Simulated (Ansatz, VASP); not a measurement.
Two plane-wave programs on Ag

Contents of INCAR:

```
SYSTEM = Ag
  ALGO = Normal
  EDIFF = 1E-6
  ENCUT = 500
  GGA = PE
  GGA_COMPAT = .FALSE.
  ISIF = 2
  ISMEAR = 1
  LASPH = .TRUE.
  LCHARG = .TRUE.
  LELF = .TRUE.
  LREAL = .FALSE.
  LVHAR = .TRUE.
  LWAVE = .FALSE.
  NBANDS = 18
  NELM = 120
  PREC = Accurate
  SIGMA = 0.15
```

The input KPOINTS:

```
k-points
0
G
  16 16 12
  0 0 0
```

The input POSCAR:

```
Ag
1.0
    0.0000000000     -2.0431000000     -2.0431000000
    0.0000000000      2.0431000000     -2.0431000000
    4.0862000000      0.0000000000      0.0000000000
Ag
2
Direct
    0.5110126768      0.4889873232      0.5000000000
   -0.0110126768      0.0110126768      0.0000000000
```

Input for Ansatz:

```yaml
crystal:
  lattice:
    - [0.0, -2.0431, -2.0431]
    - [0.0, 2.0431, -2.0431]
    - [4.0862, 0.0, 0.0]
  atoms:
    - { symbol: Ag, position: [0.5110126768, 0.4889873232, 0.5] }
    - { symbol: Ag, position: [-0.0110126768, 0.0110126768, 0.0] }
basis:
  ecutwfc: 420
kpoints:
  mp_grid: { grid: [16, 16, 12] }
hamiltonian:
  xc: pbe
scf:
  occupations: { method: methfessel_paxton, width: 0.005 }
output:
  forces: true
  eigenvalues: true
  stress: true
```

Alike in both runs: task single point; functional PBE; k mesh 16 × 16 × 12; no spin polarisation.

|  | VASP | Ansatz |
| --- | --- | --- |
| version | VASP 6.6.1 | Ansatz 0.2.0 |
| potentials or method | VASP PAW PBE potentials, release 64 (Ag), cutoff 500 eV | scalar-relativistic, plane waves, PAW |
| occupations | methfessel-paxton of order 1, width 0.15 eV | methfessel-paxton of order 1, width 0.005 eV |
| valence electrons in the cell | 22 | 38 |

Ansatz gave:

```
gap on the k mesh at the Fermi level (eV)                     : none
pressure (GPa)                                                : 4.8
traceless stress, the component that is largest in VASP (GPa) : 0.20
rms of the force components (eV/Å)                            : 0.144
```

Q: What did VASP give for the same quantities?

A: gap on the k mesh at the Fermi level (eV): none; pressure (GPa): 4.7; traceless stress, the component that is largest in VASP (GPa): 0.16; rms of the force components (eV/Å): 0.142.

Atom by atom the forces differ by 0.002 eV/Å (rms over components). A gap of «none» marks a metal or a gap that the smearing closes. VASP's potentials hold 22 valence electrons a cell and Ansatz's 38, so a difference there can come from the potentials and not from the codes.
